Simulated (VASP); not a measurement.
Write the native input for VASP 6.6.1 that does the following.

| Property | Result |
| --- | --- |
| Task | single point |
| Functional | PBE |
| Potentials or basis | VASP PAW PBE potentials, release 64 (K_sv, Ta_pv, O) |
| Cutoff | 520 eV |
| k mesh | 6 × 6 × 6 |
| Occupations | gaussian, width 0.02 eV |
| Spin | no spin polarisation |
| Dipole correction | no |
| Further INCAR settings | ALGO = Normal; EDIFF = 1e-07; NBANDS = 37 |

The structure of K3TaO3 lies in POSCAR:

```
K3TaO3
1.0
    4.0278754236      2.3254949600      3.3018671296
   -4.0278754236      2.3254949600      3.3018671296
    0.0000000000     -4.6509899201      3.3018671296
K Ta O
3 1 3
Direct
    0.7600077381      0.2704278732      0.7600077381
    0.7600077381      0.7600077381      0.2704278732
    0.2704278732      0.7600077381      0.7600077381
    0.2940988483      0.2940988483      0.2940988483
    0.4589325257      0.0663735109      0.4589325257
    0.4589325257      0.4589325257      0.0663735109
    0.0663735109      0.4589325257      0.4589325257
```

The cell was built from a structure type or drawn by symmetry, and may not be a known phase.

The input as run:

INCAR

```
SYSTEM = K3TaO3
ALGO = Normal
EDIFF = 1E-7
ENCUT = 520
GGA = PE
ISIF = 2
ISMEAR = 0
LASPH = .TRUE.
LCHARG = .FALSE.
LREAL = .FALSE.
LWAVE = .FALSE.
NBANDS = 37
NELM = 100
PREC = Accurate
SIGMA = 0.02
```

KPOINTS

```
k-points
0
G
  6 6 6
  0 0 0
```

Potentials or basis: VASP PAW PBE potentials, release 64 (K_sv, Ta_pv, O).

Launch:

```sh
$ cat potpaw_PBE.64/K_sv/POTCAR potpaw_PBE.64/Ta_pv/POTCAR potpaw_PBE.64/O/POTCAR > POTCAR
$ mpirun -np 1 vasp_std > vasp.out
```

It gave:

| Property | Result |
| --- | --- |
| Pressure | 0.3 GPa |
| Largest force | 0.183 eV/Å |
| Band gap on the k mesh | 1.20 eV (least direct gap 1.42 eV) |

Caveat: spin-orbit coupling is left out, which moves the levels of the heavy elements.

It took 6.7 min on 1 thread of Intel Xeon 8259CL, on a shared host, peak memory 0.38 GiB.
